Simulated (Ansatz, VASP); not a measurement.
# Tl in VASP and in Ansatz

File INCAR:

```
ALGO = Normal ; EDIFF = 1E-7
ENCUT = 520 ; GGA = PE
ISIF = 2 ; ISMEAR = -1
LASPH = True ; LCHARG = False
LREAL = False ; LWAVE = False
NBANDS = 20 ; NELM = 80
PREC = Accurate ; SIGMA = 0.05
```

File KPOINTS:

```
k-points
0
Gamma
  9 9 5
```

The input POSCAR:

```
Tl
1.0
    3.4092915716      0.0000000000      0.0000000000
   -1.7046457858      2.9525331099      0.0000000000
    0.0000000000      0.0000000000      5.4503286843
Tl
2
Direct
    0.6666666667      0.3333333333      0.7500000000
    0.3333333333      0.6666666667      0.2500000000
```

The input input.yaml:

```yaml
crystal:
  lattice:
    - [3.4092915716, 0.0, 0.0]
    - [-1.7046457858, 2.9525331099, 0.0]
    - [0.0, 0.0, 5.4503286843]
  atoms:
    - { symbol: Tl, position: [0.6666666667, 0.3333333333, 0.75] }
    - { symbol: Tl, position: [0.3333333333, 0.6666666667, 0.25] }
hamiltonian:
  xc: pbe
  pseudopotentials: { kind: paw }
kpoints:
  mp_grid: { grid: [9, 9, 5] }
scf:
  occupations: { method: fermi_dirac, width: 0.05 }
output:
  forces: true
  stress: true
  eigenvalues: true
  write_density: true
  write_potential: true
  elf: true
  volumetric_format: npy
```

Alike in both runs: task single point; functional PBE; k mesh 9 × 9 × 5; occupations fermi-dirac, width 0.05 eV; no spin polarisation.

|  | VASP | Ansatz |
| --- | --- | --- |
| version | VASP 6.6.1 | Ansatz 0.2.0 |
| potentials or method | VASP PAW PBE potentials, release 64 (Tl_d) | Ansatz PAW |
| plane-wave cutoff (eV) | 520 | 420 |
| valence electrons in the cell | 26 | 26 |

|  | VASP | Ansatz | Ansatz less VASP |
| --- | --- | --- | --- |
| gap on the k mesh at the Fermi level (eV) | none | none | - |
| pressure (GPa) | 5.3 | 5.4 | +0.07 |
| traceless stress, the component that is largest in VASP (GPa) | 1.14 | 1.15 | +0.007 |

A gap of «none» marks a metal or a gap that the smearing closes. With one functional, cell and mesh, what is left measures potentials, basis and numerics.

Neither program's run includes spin-orbit coupling.
